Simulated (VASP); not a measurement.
# HfB2 (P6/mmm) in VASP: further runs, part 2 of 2

VASP 6.6.1. The steps go on from the part before.

## 3. Single point, PBEsol

This run uses another cell than the first one, of 9.59 Å³/atom.

Contents of INCAR:

```
PREC = Accurate
ENCUT = 520
EDIFF = 1E-6
ISMEAR = -1
SIGMA = 0.08
LREAL = F
LASPH = T
NELM = 100
ALGO = Normal
ISIF = 2
LWAVE = F
LCHARG = T
GGA = PS
LELF = T
LVHAR = T
NBANDS = 15
```

Contents of KPOINTS:

```
Automatic mesh
0
Gamma
  16 16 12
```

Contents of POSCAR:

```
HfB2
1.0
    3.1134112112      0.0000000000      0.0000000000
   -1.5567056056      2.6962932013      0.0000000000
    0.0000000000      0.0000000000      3.4262311632
Hf B
1 2
Direct
    0.0000000000      0.0000000000      0.0000000000
    0.3333333333      0.6666666667      0.5000000000
    0.6666666667      0.3333333333      0.5000000000
```

Potentials or basis: VASP PAW PBE potentials, release 64 (Hf_pv, B).

Launch:

```sh
$ cat potpaw_PBE.64/Hf_pv/POTCAR potpaw_PBE.64/B/POTCAR > POTCAR
$ mpirun -np 1 vasp_std > vasp.out
```

OUTCAR:

```text
PREC = Accurate
   ENCUT = 520
   EDIFF = 1E-6
   ISMEAR = -1
   LREAL = F
   LASPH = T
   NELM = 100
   ISIF = 2
   GGA = PS

 ion  position               nearest neighbor table
   1  0.000  0.000  0.000-   2 2.48   3 2.48   2 2.48   3 2.48   2 2.48   2 2.48   3 2.48   3 2.48
                             3 2.48   3 2.48   2 2.48   2 2.48
   2  0.333  0.667  0.500-   3 1.80   3 1.80   3 1.80   1 2.48   1 2.48   1 2.48   1 2.48   1 2.48
                             1 2.48
   3  0.667  0.333  0.500-   2 1.80   2 1.80   2 1.80   1 2.48   1 2.48   1 2.48   1 2.48   1 2.48
                             1 2.48

  LATTYP: Found a hexagonal cell.
 ALAT       =     3.1134112112
 C/A-ratio  =     1.1004749873

  Lattice vectors:

 A1 = (   3.1134112112,   0.0000000000,   0.0000000000)
 A2 = (  -1.5567056056,   2.6962932013,   0.0000000000)
 A3 = (   0.0000000000,   0.0000000000,   3.4262311632)

Analysis of symmetry for initial positions (statically):
=====================================================================
 Subroutine PRICEL returns:
 Original cell was already a primitive cell.

 Routine SETGRP: Setting up the symmetry group for a
 hexagonal supercell.

 Subroutine GETGRP returns: Found 24 space group operations
[... 178 lines left out ...]
      3     -22.1136      2.00000
      4      -6.0956      2.00000
      5       4.7180      2.00000
      6       4.8004      2.00000
      7       4.8004      2.00000
      8       5.1353      2.00000
      9      11.9637      0.00000
     10      11.9637      0.00000
     11      12.7158      0.00000
     12      12.7158      0.00000
     13      12.8973      0.00000
     14      12.8973      0.00000
[... 401 lines left out ...]
      2     -22.5186      2.00000
      3     -22.3919      2.00000
      4      -3.3033      2.00000
      5       0.8776      2.00000
      6       2.4354      2.00000
      7       4.0434      2.00000
      8       7.3055      1.99746
      9       7.9719      0.31822
     10       9.2422      0.00000
     11      14.0647      0.00000
     12      14.8249      0.00000
     13      15.0737      0.00000
     14      16.2383      0.00000
     15      18.1547      0.00000

 [... further k-points ...]
[... 5 lines left out ...]
  --------------------------------------------------------------------------------------
  -------------------------------------------------------------------------------------
  Total        0.6985766      0.6985766      0.7701883      0.0000000      0.0000000      0.0000000
  in kB       38.9138655     38.9138655     42.9029591      0.0000000      0.0000000      0.0000000
  external PRESSURE =      40.2435633 kB  Pullay stress =       0.0000000 kB

 VOLUME and BASIS-vectors are now :
 -----------------------------------------------------------------------------
  energy-cutoff  :      520.00
  volume of cell :       28.76
      direct lattice vectors                 reciprocal lattice vectors
     3.113411211  0.000000000  0.000000000     0.321191109  0.185439773  0.000000000
    -1.556705606  2.696293201  0.000000000     0.000000000  0.370879547  0.000000000
     0.000000000  0.000000000  3.426231163     0.000000000  0.000000000  0.291865888

 POSITION                                       TOTAL-FORCE (eV/Angst)
 -----------------------------------------------------------------------------------
      0.00000      0.00000      0.00000         0.000000      0.000000      0.000000
     -0.00000      1.79753      1.71312        -0.000000      0.000000      0.000000
      1.55671      0.89876      1.71312         0.000000     -0.000000      0.000000
 -----------------------------------------------------------------------------------
    total drift:                               -0.000000      0.000000      0.000000

  FREE ENERGIE OF THE ION-ELECTRON SYSTEM (eV)
  ---------------------------------------------------
  free  energy   TOTEN  =       -27.8629738583 eV

  energy  without entropy=      -27.8577414832  energy(sigma->0) =      -27.86035767
```

OSZICAR:

```text
N       E                     dE             d eps       ncg     rms          rms(c)
DAV:   1     0.267308468444E+02    0.26731E+02   -0.80061E+03  6308   0.101E+03
DAV:   2    -0.286322590347E+02   -0.55363E+02   -0.51902E+02  8438   0.221E+02
DAV:   3    -0.300840734156E+02   -0.14518E+01   -0.14464E+01  8162   0.262E+01
DAV:   4    -0.300894443138E+02   -0.53709E-02   -0.53701E-02  7518   0.199E+00
DAV:   5    -0.300894741042E+02   -0.29790E-04   -0.29789E-04  8113   0.131E-01    0.567E+01
DAV:   6    -0.279866900219E+02    0.21028E+01   -0.25160E+00  7637   0.116E+01    0.408E+01
DAV:   7    -0.279406033298E+02    0.46087E-01   -0.94846E-01  8127   0.722E+00    0.107E+01
DAV:   8    -0.278670542441E+02    0.73549E-01   -0.26196E-01  7351   0.393E+00    0.154E+00
DAV:   9    -0.278631826236E+02    0.38716E-02   -0.20329E-02  7301   0.116E+00    0.380E-01
DAV:  10    -0.278629696630E+02    0.21296E-03   -0.77086E-04  8120   0.238E-01    0.234E-01
DAV:  11    -0.278629758201E+02   -0.61571E-05   -0.54216E-05  7553   0.545E-02    0.904E-02
DAV:  12    -0.278629737886E+02    0.20315E-05   -0.33284E-06  7378   0.138E-02    0.124E-02
DAV:  13    -0.278629738583E+02   -0.69676E-07   -0.16052E-07  3731   0.334E-03
   1 F= -.27862974E+02 E0= -.27860358E+02  d E =-.523238E-02
```

It took 93 s on 1 thread of Intel Xeon 8259CL, shared host; peak memory 0.22 GiB.

What came out:

| Quantity | Value |
| --- | --- |
| Free energy | -27.8630 eV |
| Pressure | 4.0 GPa |
| Band gap on the k mesh | zero (bands 8 and 9 overlap by 1.19 eV) |

Stress tensor (GPa, compression positive):
```
3.89 0.00 0.00
0.00 3.89 0.00
0.00 0.00 4.29
```

Caveat: the cell stands under pressure; the PAW data sets were made with another functional, which shifts forces and pressure a little; spin-orbit coupling is left out, which moves the levels of the heavy elements.

## 4. Single point, PBEsol

This run uses another cell than the first one, of 9.69 Å³/atom.

Contents of INCAR:

```
SYSTEM = HfB2
PREC = Accurate ; ENCUT = 520
EDIFF = 1E-7 ; ISMEAR = -1
SIGMA = 0.08 ; LREAL = .FALSE.
LASPH = .TRUE. ; NELM = 100
ALGO = Normal ; ISIF = 2
LWAVE = .FALSE. ; LCHARG = .FALSE.
GGA = PS ; NBANDS = 15
```

Contents of KPOINTS:

```
regular mesh
0
G
  16 16 12
  0 0 0
```

Contents of POSCAR:

```
HfB2
1.0
    3.1240837281      0.0000000000      0.0000000000
   -1.5620418641      2.7055358721      0.0000000000
    0.0000000000      0.0000000000      3.4410088493
Hf B
1 2
Direct
    0.0000000000      0.0000000000      0.0000000000
    0.3333333333      0.6666666667      0.5000000000
    0.6666666667      0.3333333333      0.5000000000
```

Potentials or basis: VASP PAW PBE potentials, release 64 (Hf_pv, B).

Launch:

```sh
$ cat potpaw_PBE.64/Hf_pv/POTCAR potpaw_PBE.64/B/POTCAR > POTCAR
$ mpirun -np 1 vasp_std > vasp.out
```

OUTCAR:

```text
SYSTEM = HfB2
   PREC = Accurate
   ENCUT = 520
   EDIFF = 1E-7
   ISMEAR = -1
   LREAL = .FALSE.
   LASPH = .TRUE.
   NELM = 100
   ISIF = 2
   GGA = PS

 ion  position               nearest neighbor table
   1  0.000  0.000  0.000-   2 2.49   3 2.49   2 2.49   3 2.49   3 2.49   3 2.49   2 2.49   2 2.49
                             3 2.49   3 2.49   2 2.49   2 2.49
   2  0.333  0.667  0.500-   3 1.80   3 1.80   3 1.80   1 2.49   1 2.49   1 2.49   1 2.49   1 2.49
                             1 2.49
   3  0.667  0.333  0.500-   2 1.80   2 1.80   2 1.80   1 2.49   1 2.49   1 2.49   1 2.49   1 2.49
                             1 2.49

  LATTYP: Found a hexagonal cell.
[... 630 lines left out ...]
  --------------------------------------------------------------------------------------
  -------------------------------------------------------------------------------------
  Total        0.1532823      0.1532823      0.2186093     -0.0000000      0.0000000     -0.0000000
  in kB        8.4438564      8.4438564     12.0425239     -0.0000000      0.0000000     -0.0000000
  external PRESSURE =       9.6434123 kB  Pullay stress =       0.0000000 kB

 VOLUME and BASIS-vectors are now :
 -----------------------------------------------------------------------------
  energy-cutoff  :      520.00
  volume of cell :       29.08
      direct lattice vectors                 reciprocal lattice vectors
     3.124083728  0.000000000  0.000000000     0.320093854  0.184806273  0.000000000
    -1.562041864  2.705535872  0.000000000     0.000000000  0.369612545  0.000000000
     0.000000000  0.000000000  3.441008849     0.000000000  0.000000000  0.290612446

 POSITION                                       TOTAL-FORCE (eV/Angst)
 -----------------------------------------------------------------------------------
      0.00000      0.00000      0.00000         0.000000      0.000000      0.000000
     -0.00000      1.80369      1.72050         0.000000     -0.000000      0.000000
      1.56204      0.90185      1.72050        -0.000000      0.000000      0.000000
 -----------------------------------------------------------------------------------
    total drift:                               -0.000000      0.000000      0.000000

  FREE ENERGIE OF THE ION-ELECTRON SYSTEM (eV)
  ---------------------------------------------------
  free  energy   TOTEN  =       -27.8681614904 eV

  energy  without entropy=      -27.8628752566  energy(sigma->0) =      -27.86551837
```

OSZICAR:

```text
N       E                     dE             d eps       ncg     rms          rms(c)
DAV:   1     0.268887319405E+02    0.26889E+02   -0.80923E+03  6308   0.102E+03
DAV:   2    -0.286044125468E+02   -0.55493E+02   -0.52009E+02  8492   0.218E+02
DAV:   3    -0.300772652963E+02   -0.14729E+01   -0.14669E+01  8295   0.263E+01
DAV:   4    -0.300830068129E+02   -0.57415E-02   -0.57402E-02  7469   0.203E+00
DAV:   5    -0.300830386624E+02   -0.31850E-04   -0.31849E-04  8225   0.134E-01    0.556E+01
DAV:   6    -0.279897675083E+02    0.20933E+01   -0.25080E+00  7616   0.116E+01    0.401E+01
DAV:   7    -0.279425827261E+02    0.47185E-01   -0.92533E-01  8113   0.712E+00    0.107E+01
DAV:   8    -0.278722224607E+02    0.70360E-01   -0.25292E-01  7385   0.384E+00    0.154E+00
DAV:   9    -0.278683703332E+02    0.38521E-02   -0.19922E-02  7322   0.114E+00    0.387E-01
DAV:  10    -0.278681572437E+02    0.21309E-03   -0.77320E-04  8092   0.236E-01    0.234E-01
DAV:  11    -0.278681635751E+02   -0.63314E-05   -0.55444E-05  7567   0.550E-02    0.947E-02
DAV:  12    -0.278681614251E+02    0.21500E-05   -0.34637E-06  7413   0.140E-02    0.110E-02
DAV:  13    -0.278681614904E+02   -0.65285E-07   -0.18562E-07  7103   0.345E-03
   1 F= -.27868161E+02 E0= -.27865518E+02  d E =-.528623E-02
```

Wall time 1.7 min (1 thread of Intel Xeon 8259CL, shared host); peak memory 0.22 GiB.

Results:

- Free energy: -27.8682 eV
- Pressure: 1.0 GPa
- Band gap on the k mesh: zero (bands 8 and 9 overlap by 1.18 eV)

Caveat: the PAW data sets were made with another functional, which shifts forces and pressure a little; spin-orbit coupling is left out, which moves the levels of the heavy elements.

## 5. Single point, PBEsol

This run uses another cell than the first one, of 9.66 Å³/atom.

Contents of INCAR:

```
SYSTEM = HfB2
PREC = Accurate
ENCUT = 520
EDIFF = 1E-7
ISMEAR = -1
SIGMA = 0.08
LREAL = .False.
LASPH = .True.
NELM = 80
ALGO = Normal
ISIF = 2
LWAVE = .False.
LCHARG = .True.
GGA = PS
LELF = .True.
LVHAR = .True.
NBANDS = 15
```

Contents of KPOINTS:

```
regular mesh
0
Gamma
  16 16 12
  0 0 0
```

Contents of POSCAR:

```
HfB2
1.0
    3.1205411138      0.0000000000      0.0000000000
   -1.5602705569      2.7024678781      0.0000000000
    0.0000000000      0.0000000000      3.4360114082
Hf B
1 2
Direct
    0.0000000000      0.0000000000      0.0000000000
    0.3333333333      0.6666666667      0.5000000000
    0.6666666667      0.3333333333      0.5000000000
```

Launch:

```sh
$ cat potpaw_PBE.64/Hf_pv/POTCAR potpaw_PBE.64/B/POTCAR > POTCAR
$ mpirun -np 1 vasp_std > vasp.out
```

It took 90 s on 1 thread of Intel Xeon 8259CL, shared host; peak memory 0.22 GiB.

Results (log left out):

| Property | Result |
| --- | --- |
| Free energy | -27.8671 eV |
| Pressure | 2.0 GPa |
| Band gap on the k mesh | zero (bands 8 and 9 overlap by 1.19 eV) |

Stress tensor (GPa, compression positive):
```
1.84 0.00 0.00
0.00 1.84 0.00
0.00 0.00 2.23
```

Levels at points of the mesh, in eV from the Fermi level:
| k point | band 6 | band 7 | band 8 | band 9 | band 10 | band 11 |
| --- | --- | --- | --- | --- | --- | --- |
| (0.00, 0.00, 0.00) | -3.02 | -3.02 | -2.71 | 4.09 | 4.09 | 4.83 |
| (0.50, 0.00, 0.00) | -4.21 | -3.48 | -3.01 | 2.19 | 2.75 | 5.76 |
| (0.00, 0.00, 0.50) | -1.23 | -1.23 | 0.20 | 0.20 | 0.96 | 0.96 |
| (0.50, 0.00, 0.50) | -5.11 | -4.84 | -2.64 | 4.11 | 4.33 | 6.39 |

Caveat: the PAW data sets were made with another functional, which shifts forces and pressure a little; spin-orbit coupling is left out, which moves the levels of the heavy elements.

## 6. Summary

```csv
cell,gap on the mesh (eV),pressure (GPa)
"a = 3.103, b = 3.103, c = 3.412 Å, angles 90.0, 90.0, 120.0°, 3 atoms",none,7.0
"a = 3.113, b = 3.113, c = 3.426 Å, angles 90.0, 90.0, 120.0°, 3 atoms",none,4.0
"a = 3.124, b = 3.124, c = 3.441 Å, angles 90.0, 90.0, 120.0°, 3 atoms",none,1.0
"a = 3.121, b = 3.121, c = 3.436 Å, angles 90.0, 90.0, 120.0°, 3 atoms",none,2.0
```

Alike in all rows: task single point; level PBEsol; potentials or basis VASP PAW PBE potentials, release 64 (Hf_pv, B); no spin polarisation; k mesh 16 × 16 × 12; cutoff (eV) 520; smearing fermi-dirac 0.08 eV.

Caveats: the PAW data sets were made with another functional, which shifts forces and pressure a little; spin-orbit coupling is left out, which moves the levels of the heavy elements; the cell stands under pressure (at least some runs).

Absolute energies hang on the potentials; compare differences alone.
